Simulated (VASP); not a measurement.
Input of a VASP 6.6.1 run:

INCAR

```
SYSTEM = MgCd2O3
  PREC = Accurate
  ENCUT = 520
  EDIFF = 1E-7
  ISMEAR = 0
  SIGMA = 0.02
  LREAL = .FALSE.
  LASPH = .TRUE.
  NELM = 60
  ALGO = Normal
  ISIF = 2
  LWAVE = .FALSE.
  LCHARG = .TRUE.
  GGA = PE
  LELF = .TRUE.
  LVHAR = .TRUE.
  NBANDS = 56
```

KPOINTS

```
Automatic mesh
0
G
  6 6 6
  0 0 0
```

POSCAR

```
MgCd2O3
1.0
    5.3188020547     -3.0659003670      0.0000000000
    5.3188020547      3.0659003670      0.0000000000
    0.0000000000      0.0000000000      5.5609644282
Mg Cd O
2 4 6
Direct
    0.8390881793      0.1609118207      0.0041892400
    0.1609118207      0.8390881793      0.5041892400
    0.5096486675      0.1648678958      0.4962052992
    0.8351321042      0.4903513325      0.4962052992
    0.4903513325      0.8351321042      0.9962052992
    0.1648678958      0.5096486675      0.9962052992
    0.5254864112      0.1675202091      0.9009977014
    0.8324797909      0.4745135888      0.9009977014
    0.8634873153      0.1365126847      0.3614047590
    0.1675202091      0.5254864112      0.4009977014
    0.4745135888      0.8324797909      0.4009977014
    0.1365126847      0.8634873153      0.8614047590
```

Potentials or basis: VASP PAW PBE potentials, release 64 (Mg, Cd, O).

Launch:

```bash
$ cat potpaw_PBE.64/Mg/POTCAR potpaw_PBE.64/Cd/POTCAR potpaw_PBE.64/O/POTCAR > POTCAR
$ mpirun -np 1 vasp_std > vasp.out
```

(1) Predict the band gap on the k mesh.

(2) What does it give for the largest force?

Results:

(1) 0.84 eV.

(2) 0.111 eV/Å.
